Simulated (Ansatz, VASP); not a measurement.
One calculation of Rb, two programs

```xyz
1
Lattice="-2.8025 2.8025 2.8025 2.8025 -2.8025 2.8025 2.8025 2.8025 -2.8025" Properties=species:S:1:pos:R:3 pbc="T T T"
Rb    0.0000    0.0000    0.0000
```

Alike in both runs: functional r2SCAN; k mesh 4 × 4 × 4; occupations fermi-dirac, width 0.05 eV; no spin polarisation.

|  | VASP | Ansatz |
| --- | --- | --- |
| version | VASP 6.6.1 | Ansatz 0.2.0 |
| potentials or method | VASP PAW PBE potentials, release 64 (Rb_sv) | Ansatz PAW |
| plane-wave cutoff (eV) | 520 | 500 |
| valence electrons in the cell | 9 | 9 |
| task | single point | band structure |

```csv
,VASP,Ansatz,Ansatz less VASP
gap on the k mesh at the Fermi level (eV),none,none,-
pressure (GPa),0.3,0.3,-0.01
```

VASP's potentials were made for PBE, not for r2SCAN. A gap of «none» marks a metal or a gap that the smearing closes.

The k mesh is coarse, so the values compare programs but aren't converged.
